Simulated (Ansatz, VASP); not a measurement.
# One calculation of HfO2, two programs

```xyz
12
Lattice="5.1180 0.0000 0.0000 0.0000 5.1857 0.0000 -0.8587 0.0000 5.2139" Properties=species:S:1:pos:R:3 pbc="T T T"
Hf    0.8021    2.3870    3.6914
Hf    3.0279    4.9798    4.1294
Hf    3.4573    2.7987    1.5224
Hf    1.2314    0.2059    1.0845
O    -0.3473    0.8733    4.4146
O     4.1773    3.4661    3.4062
O     4.6066    4.3124    0.7993
O     0.0821    1.7196    1.8076
O     1.4549    3.8473    5.1101
O     2.3751    1.2544    2.7107
O     2.8045    1.3384    0.1038
O     1.8842    3.9313    2.5032
```

Alike in both runs: functional PBEsol; k mesh 5 × 5 × 5; occupations fermi-dirac, width 0.05 eV; no spin polarisation; Hubbard terms Hf d U = 3.5 eV.

|  | VASP | Ansatz |
| --- | --- | --- |
| version | VASP 6.6.1 | Ansatz 0.2.0 |
| potentials or method | VASP PAW PBE potentials, release 64 (Hf_pv, O) | Ansatz PAW |
| plane-wave cutoff (eV) | 520 | 420 |
| valence electrons in the cell | 88 | 152 |
| task | single point | band structure |

|  | VASP | Ansatz | Ansatz less VASP |
| --- | --- | --- | --- |
| gap on the k mesh at the Fermi level (eV) | 4.59 | 4.70 | +0.111 |
| least direct gap on the mesh (eV) | 4.66 | 4.77 | +0.104 |
| pressure (GPa) | 5.6 | 3.2 | -2.38 |
| traceless stress, the component that is largest in VASP (GPa) | 0.82 | 0.51 | -0.313 |
| rms of the force components (eV/Å) | 0.216 | 0.153 | -0.0623 |

VASP's potentials were made for PBE, not for PBEsol. The programs project onto different local orbitals, so the same U acts differently, and such runs can settle in different states. Atom by atom the forces differ by 0.097 eV/Å (rms over components). VASP's potentials hold 88 valence electrons a cell and Ansatz's 152, so a difference there can come from the potentials and not from the codes.

Neither program's run includes spin-orbit coupling.
